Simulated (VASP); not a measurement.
# TiTe2 (P-3m1) in VASP: single point with LDA

Aim: the single point of TiTe2 with LDA.

Program: VASP 6.6.1. These are calculated values, not measurements. Logs are shortened: lines on timing, memory, paths and dates and some standing lists are left out, and cuts for length are marked.

### 1 The cell of the first run

It takes space group P-3m1 (No. 164, trigonal). Conventional cell: a = 3.777 Å, b = 3.777 Å, c = 6.498 Å, α = 90.00°, β = 90.00°, γ = 120.00°. Ti (site symmetry -3m) has 6 Te at 2.77 Å and 6 Ti at 3.78 Å within 3.8 Å. Within 3.8 Å of Te (site symmetry 3m) lie 3 Ti at 2.77 Å and 9 Te at 3.78 Å.

### 2 Single point, LDA

INCAR reads:

```
PREC = Accurate
ENCUT = 500
EDIFF = 1E-6
ISMEAR = -1
SIGMA = 0.02
LREAL = False
LASPH = True
NELM = 120
ALGO = Normal
ISIF = 2
LWAVE = False
LCHARG = False
GGA = CA
NBANDS = 19
GGA_COMPAT = False
```

KPOINTS reads:

```
Automatic mesh
0
Gamma
  6 6 3
```

POSCAR reads:

```
TiTe2
1.0
    3.7770000000      0.0000000000      0.0000000000
   -1.8885000000      3.2709779501      0.0000000000
    0.0000000000      0.0000000000      6.4980000000
Ti Te
1 2
Direct
    0.0000000000      0.0000000000      0.0000000000
    0.6666670000      0.3333330000      0.2628000000
    0.3333330000      0.6666670000      0.7372000000
```

Potentials or basis: VASP PAW LDA potentials, release 64 (Ti_sv, Te).

Command:

```bash
$ cat potpaw_LDA.64/Ti_sv/POTCAR potpaw_LDA.64/Te/POTCAR > POTCAR
$ mpirun -np 1 vasp_std > vasp.out
```

OUTCAR:

```text
PREC = Accurate
   ENCUT = 500
   EDIFF = 1E-6
   ISMEAR = -1
   LREAL = False
   LASPH = True
   NELM = 120
   ISIF = 2
   GGA = CA

 ion  position               nearest neighbor table
   1  0.000  0.000  0.000-   2 2.77   3 2.77   2 2.77   3 2.77   2 2.77   3 2.77
   2  0.667  0.333  0.263-   1 2.77   1 2.77   1 2.77
   3  0.333  0.667  0.737-   1 2.77   1 2.77   1 2.77

  LATTYP: Found a hexagonal cell.
 ALAT       =     3.7770000000
 C/A-ratio  =     1.7204130262

  Lattice vectors:

 A1 = (   3.7770000000,   0.0000000000,   0.0000000000)
 A2 = (  -1.8885000000,   3.2709779501,   0.0000000000)
 A3 = (   0.0000000000,   0.0000000000,   6.4980000000)

Analysis of symmetry for initial positions (statically):
=====================================================================
 Subroutine PRICEL returns:
 Original cell was already a primitive cell.

 Routine SETGRP: Setting up the symmetry group for a
 hexagonal supercell.

 Subroutine GETGRP returns: Found 12 space group operations
 (whereof 12 operations were pure point group operations)
 out of a pool of 24 trial point group operations.

The static configuration has the point symmetry D_3d.

Analysis of symmetry for dynamics (positions and initial velocities):
=====================================================================
 Subroutine PRICEL returns:
 Original cell was already a primitive cell.

 Routine SETGRP: Setting up the symmetry group for a
 hexagonal supercell.

 Subroutine GETGRP returns: Found 12 space group operations
 (whereof 12 operations were pure point group operations)
 out of a pool of 24 trial point group operations.

The dynamic configuration has the point symmetry D_3d.

 Subroutine INISYM returns: Found 12 space group operations
 (whereof 12 operations are pure point group operations),
 and found     1 'primitive' translations

----------------------------------------------------------------------------------------

                                     Primitive cell

  volume of cell :      80.2794

  direct lattice vectors                    reciprocal lattice vectors
[... 73 lines left out ...]
   ISTART =      0    job   : 0-new  1-cont  2-samecut
   ICHARG =      2    charge: 1-file 2-atom 10-const
   ISPIN  =      1    spin polarized calculation?
   LNONCOLLINEAR =      F non collinear calculations
   LSORBIT =      F    spin-orbit coupling
   LASPH  =      T    aspherical Exc in radial PAW
   ENCUT  =  500.0 eV  36.75 Ry    6.06 a.u.   6.89  6.89 11.85*2*pi/ulx,y,z
   NELM   =    120;   NELMIN=  2; NELMDL= -5     # of ELM steps
   EDIFF  = 0.1E-05   stopping-criterion for ELM
   LREAL  =      F    real-space projection
   EDIFFG = 0.1E-04   stopping-criterion for IOM
   NSW    =      0    number of steps for IOM
   IBRION =     -1    ionic relax: 0-MD 1-quasi-New 2-CG
   NFREE  =      0    steps in history (QN), initial steepest desc. (CG)
   ISIF   =      2    stress and relaxation
   ISYM   =      2    0-nonsym 1-usesym 2-fastsym
   POTIM  = 0.5000    time-step for ionic-motion
   TEBEG  =    0.0;   TEEND  =   0.0 temperature during run
   PSTRESS=    0.0 pullay stress
   NELECT =      24.0000    total number of electrons
   NUPDOWN=      -1.0000    fix difference up-down
   EMIN   =  10.00;   EMAX   =-10.00  energy-range for DOS
   EFERMI =   0.00;   METHOD = LEGACY
   ISMEAR =    -1;   SIGMA  =   0.02  broadening in eV -4-tet -1-fermi 0-gaus
   EFERMI_NEDOS =   21; number of points for ismear=-14 and -15
   IALGO  =     38    algorithm
   IMIX   =      4    mixing-type and parameters
     AMIX     =   0.40;   BMIX     =  1.00
     AMIX_MAG =   1.60;   BMIX_MAG =  1.00
  volume/ion in A,a.u.               =      26.76       180.58
  Fermi-wavevector in a.u.,A,eV,Ry     =   1.094655  2.068597 16.303438  1.198269
  Thomas-Fermi vector in A             =   2.230964
   LORBIT       =      0    0 simple, 1 ext, 2 COOP (PROOUT), +10 PAW based schemes
   GGA     = CA    functional components
   LHFCALC =     F    Hartree Fock is set to
   AEXX    =    0.0000 exact exchange contribution
   IVDW    =     0    specifies the selected vdW correction
   LEPSILON=     F    determine dielectric tensor
   LRPA    =     F    only Hartree local field effects (RPA)
 non-spin polarized calculation
  energy-cutoff  :      500.00
  volume of cell :       80.28
 maximum number of plane-waves:      2044
   NGX = 13   NGY = 13   NGZ = 23

 number of electron      23.9999998 magnetization

 Free energy of the ion-electron system (eV)
  ---------------------------------------------------
  ext. energy  EPLUGINS =         0.00000000
  ---------------------------------------------------
  free energy    TOTEN  =       -18.27058101 eV

  energy without entropy =      -18.26963835  energy(sigma->0) =      -18.27010968

 E-fermi :   6.6409     XC(G=0): -10.0940

 val. band max:        6.5307649781   @ k =   0.3333   0.0000   0.3333
 cond. band min:       6.6555757742   @ k =   0.5000   0.0000   0.0000
 fundamental gap:      0.1248107961
 Fermi energy:         6.6409038063

 k-point     1 :       0.0000    0.0000    0.0000
  band No.  band energies     occupation
      1     -50.0853      2.00000
      2     -26.7224      2.00000
      3     -26.7224      2.00000
      4     -26.7059      2.00000
      5      -5.7662      2.00000
      6      -4.2722      2.00000
[... 351 lines left out ...]
      6      -3.7383      2.00000
[... 11 lines left out ...]
     18      11.8359      0.00000
     19      12.8278      0.00000

------------------------ aborting loop because EDIFF is reached ----------------------------------------

  FORCE on cell =-STRESS in cart. coord.  units (eV):
  Direction    XX          YY          ZZ          XY          YZ          ZX
  --------------------------------------------------------------------------------------
  -------------------------------------------------------------------------------------
  Total       -2.0290789     -2.0290789     -2.2408227      0.0000000      0.0000000      0.0000000
  in kB      -40.4953554    -40.4953554    -44.7212339      0.0000000      0.0000000      0.0000000
  external PRESSURE =     -41.9039816 kB  Pullay stress =       0.0000000 kB

 VOLUME and BASIS-vectors are now :
 -----------------------------------------------------------------------------
  energy-cutoff  :      500.00
  volume of cell :       80.28
      direct lattice vectors                 reciprocal lattice vectors
     3.777000000  0.000000000  0.000000000     0.264760392  0.152859484  0.000000000
    -1.888500000  3.270977950  0.000000000     0.000000000  0.305718967  0.000000000
     0.000000000  0.000000000  6.498000000     0.000000000  0.000000000  0.153893506

 POSITION                                       TOTAL-FORCE (eV/Angst)
 -----------------------------------------------------------------------------------
      0.00000      0.00000      0.00000         0.000000      0.000000      0.000000
      1.88850      1.09032      1.70767         0.000000     -0.000000     -0.353869
     -0.00000      2.18065      4.79033        -0.000000      0.000000      0.353869
 -----------------------------------------------------------------------------------
    total drift:                                0.000000      0.000000      0.000000

  FREE ENERGIE OF THE ION-ELECTRON SYSTEM (eV)
  ---------------------------------------------------
  free  energy   TOTEN  =       -18.2705810141 eV

  energy  without entropy=      -18.2696383546  energy(sigma->0) =      -18.27010968
```

OSZICAR:

```text
N       E                     dE             d eps       ncg     rms          rms(c)
DAV:   1     0.170281014165E+03    0.17028E+03   -0.10405E+04   646   0.113E+03
DAV:   2    -0.479325412472E+01   -0.17507E+03   -0.17083E+03   674   0.290E+02
DAV:   3    -0.200496746911E+02   -0.15256E+02   -0.14950E+02   993   0.799E+01
DAV:   4    -0.205571511095E+02   -0.50748E+00   -0.50494E+00   824   0.138E+01
DAV:   5    -0.205753210582E+02   -0.18170E-01   -0.18162E-01   936   0.255E+00    0.120E+01
DAV:   6    -0.209241700721E+02   -0.34885E+00   -0.40483E+01   715   0.380E+01    0.154E+01
DAV:   7    -0.185703025678E+02    0.23539E+01   -0.36613E+01   822   0.336E+01    0.561E+00
DAV:   8    -0.182811824507E+02    0.28912E+00   -0.14485E+00   764   0.806E+00    0.166E+00
DAV:   9    -0.182922611820E+02   -0.11079E-01   -0.29295E-01   803   0.331E+00    0.155E+00
DAV:  10    -0.182709510034E+02    0.21310E-01   -0.17515E-01   760   0.300E+00    0.689E-01
DAV:  11    -0.182711852668E+02   -0.23426E-03   -0.12929E-02   734   0.851E-01    0.395E-01
DAV:  12    -0.182706002342E+02    0.58503E-03   -0.32996E-03   743   0.413E-01    0.227E-01
DAV:  13    -0.182705876303E+02    0.12604E-04   -0.11631E-04   839   0.684E-02    0.447E-02
DAV:  14    -0.182705844532E+02    0.31771E-05   -0.60265E-06   757   0.175E-02    0.384E-02
DAV:  15    -0.182705817725E+02    0.26807E-05   -0.48215E-06   690   0.164E-02    0.146E-02
DAV:  16    -0.182705810141E+02    0.75840E-06   -0.30711E-06   599   0.122E-02
   1 F= -.18270581E+02 E0= -.18270110E+02  d E =-.942660E-03
```

It took 40 s on 1 thread of Intel Xeon 8259CL, shared host; peak memory 0.17 GiB.

Results:

```
Free energy            : -18.2706 eV
Pressure               : -4.2 GPa
Largest force          : 0.354 eV/Å
Band gap on the k mesh : zero (bands 12 and 13 overlap by 0.52 eV)
```

Forces in eV/Å, atoms in the order of the input:
```
Ti   0.000  0.000  0.000
Te   0.000  0.000 -0.354
Te   0.000  0.000  0.354
```

Levels at points of the mesh, in eV from the Fermi level:
```tsv
k point	band 10	band 11	band 12	band 13	band 14	band 15
(0.00, 0.00, 0.00)	0.32	0.39	0.39	0.59	1.08	1.08
(0.50, 0.00, 0.00)	-2.38	-1.72	-1.11	0.01	1.14	1.45
```

Caveat: the cell stands under tension; spin-orbit coupling is left out, which moves the levels of the heavy elements.
